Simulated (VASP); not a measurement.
Write the native input for VASP 6.6.1 that does the following.

- Task: single point
- Functional: PBE0
- Potentials or basis: VASP PAW PBE potentials, release 64 (Mn_pv, O)
- Cutoff: 520 eV
- k mesh: 6 × 6 × 4
- Occupations: fermi-dirac, width 0.05 eV
- Spin: collinear spin, ferromagnetic start
- Starting moments: [4.0, 0.0, 0.0] μB
- Dipole correction: no
- Grid for exact exchange (PRECFOCK): Normal
- Further INCAR settings: ALGO = Normal; EDIFF = 1e-06; NBANDS = 24
- Share of exact exchange: 0.25

Crystal: MnO2.

```
CELL_PARAMETERS angstrom
2.84574 0.00000 0.00000
-1.42287 2.46448 0.00000
0.00000 0.00000 5.39313
ATOMIC_POSITIONS crystal
Mn 0.00000 0.00000 0.50000
O 0.33333 0.66667 0.67353
O 0.66667 0.33333 0.32647
```

These files were run (other wordings do the same):

POSCAR

```
MnO2
1.0
    2.8457353785      0.0000000000      0.0000000000
   -1.4228676892      2.4644791302      0.0000000000
    0.0000000000      0.0000000000      5.3931262829
Mn O
1 2
Direct
    0.0000000000      0.0000000000      0.5000000000
    0.3333333333      0.6666666667      0.6735326593
    0.6666666667      0.3333333333      0.3264673407
```

INCAR.step1

```
PREC = Accurate
ENCUT = 520
EDIFF = 1E-5
ISMEAR = -1
SIGMA = 0.05
LREAL = F
LASPH = T
NELM = 150
ALGO = Normal
ISIF = 2
LWAVE = T
LCHARG = F
ISPIN = 2
MAGMOM = 4 0 0
LORBIT = 11
LMAXMIX = 4
NBANDS = 24
GGA = PE
KPAR = 4
```

INCAR.step2

```
PREC = Accurate
ENCUT = 520
EDIFF = 1E-6
ISMEAR = -1
SIGMA = 0.05
LREAL = F
LASPH = T
NELM = 150
ALGO = Normal
ISIF = 2
LWAVE = F
LCHARG = F
ISPIN = 2
MAGMOM = 4 0 0
LORBIT = 11
LMAXMIX = 4
GGA = PE
LHFCALC = T
AEXX = 0.25
PRECFOCK = Normal
NBANDS = 24
ISTART = 1
KPAR = 4
```

KPOINTS

```
Automatic mesh
0
Gamma
  6 6 4
```

Potentials or basis: VASP PAW PBE potentials, release 64 (Mn_pv, O).

Run with:

```console
$ cat potpaw_PBE.64/Mn_pv/POTCAR potpaw_PBE.64/O/POTCAR > POTCAR
$ cp INCAR.step1 INCAR
$ mpirun -np 4 vasp_std > vasp.out
$ cp INCAR.step2 INCAR
$ mpirun -np 4 vasp_std > vasp.out
```

Results of the run:

- Pressure: 1.4 GPa
- Largest force: 0.123 eV/Å
- Band gap on the k mesh: 4.58 eV (least direct gap 4.91 eV)
- Net moment: 3.00 μB per cell
- Site moments: Mn +3.03; O -0.03 μB
- Valence electrons inside the program's atomic spheres: Mn 11.72; O 5.05

Caveat: the k points lie up to 0.42 Å⁻¹ apart; the PAW data sets were made with another functional, which shifts forces and pressure a little; a cell with one magnetic atom can't hold antiferromagnetic order, which such compounds often take.

Run time: 19 min on 4 MPI ranks on Intel(R) Xeon(R) Platinum 8488C (Sapphire Rapids), on a shared host, peak memory 0.21 GiB a rank.
